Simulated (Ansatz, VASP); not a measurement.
# TaAl3O: VASP beside Ansatz

The input INCAR:

```
SYSTEM = TaAl3O
ALGO = Normal
EDIFF = 1E-7
EDIFFG = -0.04
ENCUT = 600
GGA = PE
IBRION = 2
ISIF = 3
ISMEAR = 0
LASPH = .TRUE.
LCHARG = .FALSE.
LREAL = .FALSE.
LWAVE = .FALSE.
NELM = 80
NSW = 90
PREC = Accurate
SIGMA = 0.1
```

The input KPOINTS:

```
k-points
0
G
  6 6 6
  0 0 0
```

POSCAR

```
TaAl3O
1.0
    2.2564287800      1.3027497600      4.3703092800
   -2.2564287800      1.3027497600      4.3703092800
    0.0000000000     -2.6054995200      4.3703092800
Ta Al O
1 3 1
Direct
    0.0000000000      0.0000000000      0.0000000000
    0.0000000000      0.0000000000      0.5000000000
    0.5000000000      0.0000000000      0.0000000000
    0.0000000000      0.5000000000      0.0000000000
    0.5000000000      0.5000000000      0.5000000000
```

Input for Ansatz:

```yaml
crystal:
  lattice:
    - [2.25642878, 1.30274976, 4.37030928]
    - [-2.25642878, 1.30274976, 4.37030928]
    - [0.0, -2.60549952, 4.37030928]
  atoms:
    - { symbol: Ta, position: [0.0, 0.0, 0.0] }
    - { symbol: Al, position: [0.0, 0.0, 0.5] }
    - { symbol: Al, position: [0.5, 0.0, 0.0] }
    - { symbol: Al, position: [0.0, 0.5, 0.0] }
    - { symbol: O, position: [0.5, 0.5, 0.5] }
basis:
  ecutwfc: 420
kpoints:
  mp_grid: { grid: [6, 6, 6] }
hamiltonian:
  xc: pbe
scf:
  occupations: { method: gaussian, width: 0.1 }
  lower_state_search: "off"
output:
  forces: true
  stress: true
  eigenvalues: true
relax:
  adjacent_minimum: "off"
  f_tol: 0.04
  max_steps: 70
  cell: { stress_tol: 0.4 }
```

Alike in both runs: task relaxation of cell and atoms; functional PBE; k mesh 6 × 6 × 6; occupations gaussian, width 0.1 eV; no spin polarisation.

|  | VASP | Ansatz |
| --- | --- | --- |
| version | VASP 6.6.1 | Ansatz 0.2.0 |
| potentials or method | VASP PAW PBE potentials, release 64 (Ta_pv, Al, O), cutoff 600 eV | scalar-relativistic, plane waves, PAW |
| valence electrons in the cell | 26 | 28 |

Ansatz gave:

| Property | Result |
| --- | --- |
| gap on the k mesh at the Fermi level, each at its own relaxed structure (eV) | none |
| relaxed volume (Å³/atom) | 20.46 |
| relaxed length of the cell vector where the two differ most in proportion (Å) | 5.430 |

Problem. What did VASP give for the same quantities?

Solution. gap on the k mesh at the Fermi level, each at its own relaxed structure (eV): none; relaxed volume (Å³/atom): 20.51; relaxed length of the cell vector where the two differ most in proportion (Å): 5.431.

A gap of «none» marks a metal or a gap that the smearing closes. VASP's potentials hold 26 valence electrons a cell and Ansatz's 28, so a difference there can come from the potentials and not from the codes.

Spin-orbit coupling is off throughout. Noted on VASP's run: the volume moved by over 15 % at a fixed basis, so the end points are rough.
